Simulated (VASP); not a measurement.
A run of VASP 6.6.1 is set up as follows.

File INCAR:

```
SYSTEM = H22SO10
PREC = Accurate
ENCUT = 1000
EDIFF = 1E-6
ISMEAR = -1
SIGMA = 0.02
LREAL = Auto
LASPH = .TRUE.
NELM = 120
ALGO = Normal
ISIF = 2
LWAVE = .FALSE.
LCHARG = .FALSE.
GGA = CA
NBANDS = 66
GGA_COMPAT = .FALSE.
```

KPOINTS

```
Automatic mesh
0
G
  1 1 1
  0 0 0
```

The input POSCAR:

```
H22SO10
1.0
    7.1137870000      0.0000000000      0.0000000000
    0.0000000000      7.1137870000      0.0000000000
    0.0000000000      0.0000000000      7.1137870000
O H S
10 22 1
Direct
    0.7173902265      0.1940507153      0.7260084883
    0.2252676651      0.0781096914      0.4061296723
    0.2572015516      0.6529118179     -0.0442995157
    0.0263900670      0.2800153707      0.9312930817
    0.1945687802      0.5631181467      0.3089810556
    0.5498351682      0.8965020879      0.4359602624
    0.3467428150      0.2046003477      0.0849253433
    0.5691413481      0.4475600415      0.9623954364
    0.3816575091     -0.0249374663      0.7981865689
    0.9076288351      0.0741297934      0.2230577037
    0.8475687227      0.2039183456      0.7773833900
    0.7286482111      0.1551615759      0.5945648705
    0.2924198911      0.1324400129      0.2919081785
    0.0971029022      0.0553008281      0.3485217141
    0.3025000608      0.7807905362     -0.0795389321
    0.2279744978      0.6421570052      0.0947220946
    0.1589142008      0.2553755850      0.9858580879
    0.0199322435      0.4172931106      0.9278004715
    0.1119378698      0.6163055938      0.4097084842
    0.1890422675      0.4267289243      0.3246844618
    0.4163842091      0.9381688150      0.4173613446
    0.5414082424      0.7594262454      0.4310703018
    0.4479403809      0.3071369228      0.0504532239
    0.3711777783      0.1045928717     -0.0121922416
    0.6103750872      0.3796435279      0.8466637645
    0.4620179234      0.5348150254      0.9328992975
    0.3057281563      0.0229306892      0.6923735694
    0.5111967641     -0.0225477109      0.7471325798
    0.9229920580      0.1547186449      0.1083063841
    0.7886094591      0.0049129833      0.2155435404
    1.0759165232      0.6966512491      0.7769996578
    1.0498566755      0.8991351295      0.5869609278
    0.9482718090      0.7444820429      0.6366082320
```

Potentials or basis: VASP PAW LDA potentials, release 64 (O_h, H_h, S).

Launch:

```console
$ cat potpaw_LDA.64/O_h/POTCAR potpaw_LDA.64/H_h/POTCAR potpaw_LDA.64/S/POTCAR > POTCAR
$ mpirun -np 1 vasp_gam > vasp.out
```

(1) Estimate the largest force.

(2) What does it give for the band gap on the k mesh?

Results:

(1) 0.260 eV/Å.

(2) 4.08 eV.

Caveat: the k points lie up to 0.88 Å⁻¹ apart, too coarse for converged energies, forces and pressures.
